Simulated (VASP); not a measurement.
# Ti2SiN4 (Pm) in VASP: single point with r2SCAN+rVV10

Aim: the single point of Ti2SiN4 with r2SCAN+rVV10.

All numbers are computed with VASP 6.6.1; they aren't measurements. Logs are shortened: lines on timing, memory, paths and dates and some standing lists are left out, and cuts for length are marked.

### 1 The cell of the first run

Symmetry: Pm, No. 6, monoclinic system. Conventional cell: a = 5.063 Å, b = 3.117 Å, c = 5.583 Å, α = 90.00°, β = 94.21°, γ = 90.00°. Ti (site symmetry m) has 4 N at 1.79 to 2.16 Å within 2.4 Å. Ti (site symmetry m) has 4 N at 1.79 to 2.07 Å within 2.4 Å. Si (site symmetry m) has 4 N at 1.70 to 1.86 Å within 2.3 Å. Within 2.3 Å of N (site symmetry m) lie 1 Si at 1.70 Å and 2 Ti at 1.90 Å. Within 2.4 Å of N (site symmetry m) lie 2 Ti at 1.79 Å. Within 2.5 Å of N (site symmetry m) lie 2 Si at 1.86 Å and 2 Ti at 2.07 to 2.16 Å. Within 2.3 Å of N (site symmetry m) lie 1 Si at 1.70 Å and 2 Ti at 1.92 Å.

### 2 Single point, r2SCAN+rVV10

Contents of POSCAR:

```
Ti2SiN4
1.0
    5.0595990173      0.0000000000     -0.1740832723
    0.0000000000      3.1168740051      0.0000000000
   -0.2182502859      0.0000000000      5.5785415523
Ti Si N
2 1 4
Direct
    0.5011214544      0.5000000000      0.8193207476
    0.9795141566      0.5000000000      0.1753579318
    0.5118623329      0.0000000000      0.3399011888
    0.8443018193      0.0000000000      0.3185658247
    0.8537789471      0.5000000000      0.8675617863
    0.3896650941      0.5000000000      0.1862144608
    0.4197551956      0.0000000000      0.6264270599
```

Contents of INCAR.step1:

```
SYSTEM = Ti2SiN4
PREC = Accurate ; ENCUT = 520
ISMEAR = -1 ; SIGMA = 0.03
LREAL = .FALSE. ; LASPH = .TRUE.
NELM = 100 ; NBANDS = 33
GGA = PE ; ALGO = Normal
EDIFF = 1E-4 ; LWAVE = .TRUE.
LCHARG = .FALSE.
```

Contents of INCAR.step2:

```
SYSTEM = Ti2SiN4
PREC = Accurate ; ENCUT = 520
EDIFF = 1E-6 ; ISMEAR = -1
SIGMA = 0.03 ; LREAL = .FALSE.
LASPH = .TRUE. ; NELM = 100
ALGO = Normal ; ISIF = 2
LWAVE = .FALSE. ; LCHARG = .FALSE.
METAGGA = R2SCAN ; LMIXTAU = .TRUE.
LUSE_VDW = .TRUE. ; IVDW_NL = 2
BPARAM = 11.95 ; CPARAM = 0.0093
NBANDS = 33 ; ISTART = 1
```

Contents of KPOINTS:

```
regular mesh
0
G
  4 8 4
  0 0 0
```

Potentials or basis: VASP PAW PBE potentials, release 64 (Ti_sv, Si, N).

Started as:

```sh
$ cat potpaw_PBE.64/Ti_sv/POTCAR potpaw_PBE.64/Si/POTCAR potpaw_PBE.64/N/POTCAR > POTCAR
$ cp INCAR.step1 INCAR
$ mpirun -np 1 vasp_std > vasp.out
$ cp INCAR.step2 INCAR
$ mpirun -np 1 vasp_std > vasp.out
```

OUTCAR:

```text
SYSTEM = Ti2SiN4
   PREC = Accurate
   ENCUT = 520
   EDIFF = 1E-6
   ISMEAR = -1
   LREAL = .FALSE.
   LASPH = .TRUE.
   NELM = 100
   ISIF = 2
   METAGGA = R2SCAN
   IVDW_NL = 2
   BPARAM = 11.95
   ISTART = 1

 ion  position               nearest neighbor table
   1  0.501  0.500  0.819-   5 1.79   7 1.92   7 1.92   6 2.16
   2  0.980  0.500  0.175-   5 1.79   4 1.90   4 1.90   6 2.07   3 3.03   3 3.03
   3  0.512  0.000  0.340-   4 1.70   7 1.70   6 1.86   6 1.86   2 3.03   2 3.03
   4  0.844  0.000  0.319-   3 1.70   2 1.90   2 1.90
   5  0.854  0.500  0.868-   1 1.79   2 1.79
   6  0.390  0.500  0.186-   3 1.86   3 1.86   2 2.07   1 2.16
   7  0.420  0.000  0.626-   3 1.70   1 1.92   1 1.92

  LATTYP: Found a simple monoclinic cell.
 ALAT       =     5.0625929326
 B/A-ratio  =     0.6156675140
 C/A-ratio  =     1.1027568909
 COS(beta)  =    -0.0734300561

  Lattice vectors:

 A1 = (   5.0595990173,   0.0000000000,  -0.1740832723)
 A2 = (   0.0000000000,   3.1168740051,   0.0000000000)
 A3 = (  -0.2182502859,   0.0000000000,   5.5785415523)

Analysis of symmetry for initial positions (statically):
=====================================================================
 Subroutine PRICEL returns:
 Original cell was already a primitive cell.

 Routine SETGRP: Setting up the symmetry group for a
 simple monoclinic supercell.

 Subroutine GETGRP returns: Found  2 space group operations
 (whereof  2 operations were pure point group operations)
 out of a pool of  4 trial point group operations.

The static configuration has the point symmetry C_1h.

Analysis of symmetry for dynamics (positions and initial velocities):
=====================================================================
 Subroutine PRICEL returns:
 Original cell was already a primitive cell.

 Routine SETGRP: Setting up the symmetry group for a
 simple monoclinic supercell.

 Subroutine GETGRP returns: Found  2 space group operations
 (whereof  2 operations were pure point group operations)
 out of a pool of  4 trial point group operations.

The dynamic configuration has the point symmetry C_1h.

 Subroutine INISYM returns: Found  2 space group operations
 (whereof  2 operations are pure point group operations),
 and found     1 'primitive' translations

----------------------------------------------------------------------------------------

                                     Primitive cell

  volume of cell :      87.8559

  direct lattice vectors                    reciprocal lattice vectors
     5.059599017  0.000000000 -0.174083272     0.197910527  0.000000000  0.007742889
     0.000000000  3.116874005  0.000000000     0.000000000  0.320834271  0.000000000
    -0.218250286  0.000000000  5.578541552     0.006175971  0.000000000  0.179499946

  length of vectors
     5.062592933  3.116874005  5.582809242     0.198061932  0.320834271  0.179606161

  position of ions in fractional coordinates (direct lattice)
     0.501121454  0.500000000  0.819320748
     0.979514157  0.500000000  0.175357932
     0.511862333  0.000000000  0.339901189
     0.844301819  0.000000000  0.318565825
     0.853778947  0.500000000  0.867561786
     0.389665094  0.500000000  0.186214461
     0.419755196  0.000000000  0.626427060

  ion indices of the primitive-cell ions
   primitive index   ion index
                 1           1
                 2           2
                 3           3
                 4           4
                 5           5
                 6           6
                 7           7

----------------------------------------------------------------------------------------

 KPOINTS: regular mesh

Automatic generation of k-mesh.
 Grid dimensions read from file:
 generate k-points for:    4    8    4

 Generating k-lattice:

  Cartesian coordinates                     Fractional coordinates (reciprocal lattice)
     0.049477632  0.000000000  0.001935722     0.250000000  0.000000000  0.000000000
     0.000000000  0.040104284  0.000000000     0.000000000  0.125000000  0.000000000
     0.001543993  0.000000000  0.044874987     0.000000000  0.000000000  0.250000000

  Length of vectors
     0.049515483  0.040104284  0.044901540

  Shift w.r.t. Gamma in fractional coordinates (k-lattice)
     0.000000000  0.000000000  0.000000000

 Subroutine IBZKPT returns following result:
 ===========================================

 Found     50 irreducible k-points:

 Following reciprocal coordinates:
            Coordinates               Weight
  0.000000  0.000000  0.000000      1.000000
  0.250000  0.000000  0.000000      2.000000
  0.500000  0.000000  0.000000      1.000000
  0.000000  0.125000  0.000000      2.000000
  0.250000  0.125000  0.000000      4.000000
  0.500000  0.125000  0.000000      2.000000
[... 16 lines left out ...]
 -0.250000  0.125000  0.250000      4.000000
  0.000000  0.250000  0.250000      4.000000
 [... further k-points ...]
   k-points           NKPTS =     50   k-points in BZ     NKDIM =     50   number of bands    NBANDS=     33
   number of dos      NEDOS =    301   number of ions     NIONS =      7
   total plane-waves  NPLWV =  40320
   dimension x,y,z NGX =    40 NGY =   24 NGZ =   42
   dimension x,y,z NGXF=    80 NGYF=   48 NGZF=   84
   ions per type =               2   1   4
   NGX,Y,Z   is equivalent  to a cutoff of  13.14, 12.80, 12.51 a.u.
   NGXF,Y,Z  is equivalent  to a cutoff of  26.27, 25.60, 25.01 a.u.
 SYSTEM =  Ti2SiN4
   PREC   = accura    normal or accurate (medium, high low for compatibility)
   ISTART =      1    job   : 0-new  1-cont  2-samecut
   ICHARG =      0    charge: 1-file 2-atom 10-const
   ISPIN  =      1    spin polarized calculation?
   LNONCOLLINEAR =      F non collinear calculations
   LSORBIT =      F    spin-orbit coupling
   LASPH  =      T    aspherical Exc in radial PAW
   ENCUT  =  520.0 eV  38.22 Ry    6.18 a.u.   9.41  5.80 10.38*2*pi/ulx,y,z
   NELM   =    100;   NELMIN=  2; NELMDL=  0     # of ELM steps
   EDIFF  = 0.1E-05   stopping-criterion for ELM
   LREAL  =      F    real-space projection
[... 7 lines left out ...]
   TEBEG  =    0.0;   TEEND  =   0.0 temperature during run
   PSTRESS=    0.0 pullay stress
   NELECT =      48.0000    total number of electrons
   NUPDOWN=      -1.0000    fix difference up-down
   EMIN   =  10.00;   EMAX   =-10.00  energy-range for DOS
   EFERMI =   0.00;   METHOD = LEGACY
   ISMEAR =    -1;   SIGMA  =   0.03  broadening in eV -4-tet -1-fermi 0-gaus
   EFERMI_NEDOS =   21; number of points for ismear=-14 and -15
   IALGO  =     38    algorithm
   IMIX   =      4    mixing-type and parameters
     AMIX     =   0.40;   BMIX     =  1.00
     AMIX_MAG =   1.60;   BMIX_MAG =  1.00
  volume/ion in A,a.u.               =      12.55        84.70
  Fermi-wavevector in a.u.,A,eV,Ry     =   1.338335  2.529087 24.369954  1.791141
  Thomas-Fermi vector in A             =   2.466814
   LORBIT       =      0    0 simple, 1 ext, 2 COOP (PROOUT), +10 PAW based schemes
   METAGGA = R2SCAN    functional components
   LHFCALC =     F    Hartree Fock is set to
   AEXX    =    0.0000 exact exchange contribution
   IVDW_NL    =     2    kernel type
   BPARAM     =11.9500
   IVDW    =     0    specifies the selected vdW correction
   LEPSILON=     F    determine dielectric tensor
   LRPA    =     F    only Hartree local field effects (RPA)
 non-spin polarized calculation
  energy-cutoff  :      520.00
  volume of cell :       87.86
 maximum number of plane-waves:      2392
 NGX is ok and might be reduce to    40
   NGX = 19   NGY = 11   NGZ = 21

 number of electron      47.9999998 magnetization

 Free energy of the ion-electron system (eV)
  ---------------------------------------------------
  ext. energy  EPLUGINS =         0.00000000
  ---------------------------------------------------
  free energy    TOTEN  =       -78.03526169 eV

  energy without entropy =      -78.03526169  energy(sigma->0) =      -78.03526169

 E-fermi :   5.6569     XC(G=0): -11.1567

 val. band max:        4.8801622175   @ k =   0.5000   0.2500   0.0000
 cond. band min:       6.6862833815   @ k =   0.5000   0.2500   0.5000
 fundamental gap:      1.8061211640
 Fermi energy:         5.6568507783

 k-point     1 :       0.0000    0.0000    0.0000
  band No.  band energies     occupation
      1     -53.7424      2.00000
      2     -53.5771      2.00000
      3     -29.0865      2.00000
      4     -29.0206      2.00000
      5     -28.9247      2.00000
      6     -28.9109      2.00000
[... 25 lines left out ...]
     32      10.3021      0.00000
     33      10.7878      0.00000

 k-point     2 :       0.2500    0.0000    0.0000
  band No.  band energies     occupation
      1     -53.7422      2.00000
      2     -53.5772      2.00000
      3     -29.0928      2.00000
      4     -29.0140      2.00000
      5     -28.9246      2.00000
      6     -28.9151      2.00000
[... 25 lines left out ...]
     32      10.4767      0.00000
     33      10.7604      0.00000

 k-point     3 :       0.5000    0.0000    0.0000
  band No.  band energies     occupation
      1     -53.7420      2.00000
      2     -53.5774      2.00000
      3     -29.0981      2.00000
      4     -29.0080      2.00000
      5     -28.9244      2.00000
      6     -28.9195      2.00000
[... 25 lines left out ...]
     32      10.3116      0.00000
     33      10.8370      0.00000

 k-point     4 :       0.0000    0.1250    0.0000
  band No.  band energies     occupation
      1     -53.7391      2.00000
      2     -53.5737      2.00000
      3     -29.0829      2.00000
      4     -29.0172      2.00000
      5     -28.9632      2.00000
      6     -28.9081      2.00000
[... 673 lines left out ...]
     32      10.3782      0.00000
     33      10.5702      0.00000

 k-point    23 :      -0.2500    0.1250    0.2500
  band No.  band energies     occupation
      1     -53.7390      2.00000
      2     -53.5739      2.00000
      3     -29.0906      2.00000
      4     -29.0102      2.00000
      5     -28.9637      2.00000
      6     -28.9118      2.00000
[... 25 lines left out ...]
     32      10.5271      0.00000
     33      10.6115      0.00000

 k-point    24 :       0.0000    0.2500    0.2500
  band No.  band energies     occupation
      1     -53.7313      2.00000
      2     -53.5656      2.00000
      3     -29.0884      2.00000
      4     -29.0414      2.00000
      5     -29.0073      2.00000
      6     -28.9243      2.00000
[... 25 lines left out ...]
     32      10.5804      0.00000
     33      10.7599      0.00000

 [... further k-points ...]

------------------------ aborting loop because EDIFF is reached ----------------------------------------

  FORCE on cell =-STRESS in cart. coord.  units (eV):
  Direction    XX          YY          ZZ          XY          YZ          ZX
  --------------------------------------------------------------------------------------
  -------------------------------------------------------------------------------------
  Total        0.4140365      0.2616129      0.3898780      0.0000000      0.0000000      0.0794115
  in kB        7.5505423      4.7708816      7.1099789      0.0000000      0.0000000      1.4481807
  external PRESSURE =       6.4771343 kB  Pullay stress =       0.0000000 kB

 VOLUME and BASIS-vectors are now :
 -----------------------------------------------------------------------------
  energy-cutoff  :      520.00
  volume of cell :       87.86
      direct lattice vectors                 reciprocal lattice vectors
     5.059599017  0.000000000 -0.174083272     0.197910527  0.000000000  0.007742889
     0.000000000  3.116874005  0.000000000     0.000000000  0.320834271  0.000000000
    -0.218250286  0.000000000  5.578541552     0.006175971  0.000000000  0.179499946

 POSITION                                       TOTAL-FORCE (eV/Angst)
 -----------------------------------------------------------------------------------
      2.35666      1.55844      4.48338        -0.146205      0.000000      0.032706
      4.91768      1.55844      0.80772         0.094970      0.000000      0.083729
      2.51563      0.00000      1.80705        -0.012483      0.000000      0.000506
      4.20230      0.00000      1.63015        -0.032241      0.000000      0.054681
      4.13043      1.55844      4.69110         0.117675      0.000000     -0.128759
      1.93091      1.55844      0.97097         0.012725      0.000000      0.014466
      1.98708      0.00000      3.42148        -0.034440      0.000000     -0.057329
 -----------------------------------------------------------------------------------
    total drift:                                0.001090     -0.000000      0.001143

  FREE ENERGIE OF THE ION-ELECTRON SYSTEM (eV)
  ---------------------------------------------------
  free  energy   TOTEN  =       -78.0352616936 eV

  energy  without entropy=      -78.0352616936  energy(sigma->0) =      -78.03526169
```

Run time: 18 min. Hardware: 1 thread of AMD EPYC, shared host; peak memory 0.41 GiB.

What came out:

* Free energy: -78.0353 eV
* Pressure: 0.6 GPa
* Largest force: 0.174 eV/Å
* Band gap on the k mesh: 1.81 eV (least direct gap 1.97 eV)

Forces in eV/Å, atoms in the order of the input:
```
Ti  -0.146  0.000  0.033
Ti   0.095  0.000  0.084
Si  -0.012  0.000  0.001
N   -0.032  0.000  0.055
N    0.118  0.000 -0.129
N    0.013  0.000  0.014
N   -0.034  0.000 -0.057
```

Stress tensor (GPa, compression positive):
```
0.76 0.00 0.14
0.00 0.48 0.00
0.14 0.00 0.71
```

Caveat: the PAW data sets were made with another functional, which shifts forces and pressure a little. A k mesh can miss the band edges.
